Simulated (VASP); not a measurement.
A run of VASP 6.6.1 is set up as follows.

File INCAR:

```
PREC = Accurate
ENCUT = 520
EDIFF = 1E-6
ISMEAR = 0
SIGMA = 0.02
LREAL = False
LASPH = True
NELM = 60
ALGO = Normal
ISIF = 2
LWAVE = False
LCHARG = False
GGA = PS
NBANDS = 26
```

File KPOINTS:

```
Automatic mesh
0
Gamma
  9 9 6
```

File POSCAR:

```
GaN
1.0
    3.1828017614      0.0000000000      0.0000000000
   -1.5914008807      2.7563871806      0.0000000000
    0.0000000000      0.0000000000      5.1851995161
Ga N
2 2
Direct
    0.6666666667      0.3333333333      0.4991747631
    0.3333333333      0.6666666667      0.9991747631
    0.6666666667      0.3333333333      0.8758252369
    0.3333333333      0.6666666667      0.3758252369
```

Potentials or basis: VASP PAW PBE potentials, release 64 (Ga_d, N).

The run is started by

```bash
$ cat potpaw_PBE.64/Ga_d/POTCAR potpaw_PBE.64/N/POTCAR > POTCAR
$ mpirun -np 1 vasp_std > vasp.out
```

Question: What does it give for the pressure?

Answer: -0.2 GPa.

Question: What does it give for the band gap on the k mesh?

Answer: 1.89 eV, direct.

Caveat: the PAW data sets were made with another functional, which shifts forces and pressure a little.
